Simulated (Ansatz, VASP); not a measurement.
# SiBiS in VASP and in Ansatz

The input INCAR:

```
ALGO = Normal
EDIFF = 1E-6
ENCUT = 520
GGA = PE
ISIF = 2
ISMEAR = 0
LASPH = T
LCHARG = T
LELF = T
LREAL = F
LVHAR = T
LWAVE = F
NBANDS = 20
NELM = 100
PREC = Accurate
SIGMA = 0.1
```

KPOINTS

```
k-points
0
Gamma
  4 4 4
```

The input POSCAR:

```
SiBiS
1.0
    4.2354600800      0.0000000000      0.0000000000
    0.0000000000      4.2354600800      0.0000000000
    0.0000000000      0.0000000000      4.3478083500
Si Bi S
1 1 1
Direct
    0.0000000000      0.0000000000      0.0000000000
    0.0000000000      0.0000000000      0.5000000000
    0.5000000000      0.5000000000      0.0000000000
```

Input for Ansatz:

```yaml
crystal:
  lattice:
    - [4.23546008, 0.0, 0.0]
    - [0.0, 4.23546008, 0.0]
    - [0.0, 0.0, 4.34780835]
  atoms:
    - { symbol: Si, position: [0.0, 0.0, 0.0] }
    - { symbol: Bi, position: [0.0, 0.0, 0.5] }
    - { symbol: S, position: [0.5, 0.5, 0.0] }
basis:
  ecutwfc: 420
kpoints:
  mp_grid: { grid: [4, 4, 4] }
hamiltonian:
  xc: pbe
scf:
  occupations: { method: gaussian, width: 0.1 }
  lower_state_search: "off"
output:
  forces: true
  stress: true
  eigenvalues: true
```

Alike in both runs: task single point; functional PBE; k mesh 4 × 4 × 4; occupations gaussian, width 0.1 eV; no spin polarisation.

|  | VASP | Ansatz |
| --- | --- | --- |
| version | VASP 6.6.1 | Ansatz 0.2.0 |
| potentials or method | VASP PAW PBE potentials, release 64 (Si, Bi_d, S), cutoff 520 eV | scalar-relativistic, plane waves, PAW |
| valence electrons in the cell | 25 | 25 |

|  | VASP | Ansatz | Ansatz less VASP |
| --- | --- | --- | --- |
| gap on the k mesh at the Fermi level (eV) | none | none | - |
| pressure (GPa) | 14.1 | 14.5 | +0.43 |
| traceless stress, the component that is largest in VASP (GPa) | 44.86 | 45.60 | +0.747 |

A gap of «none» marks a metal or a gap that the smearing closes. With one functional, cell and mesh, what is left measures potentials, basis and numerics.

The k mesh is coarse, so the values compare programs but aren't converged. Neither program's run includes spin-orbit coupling.
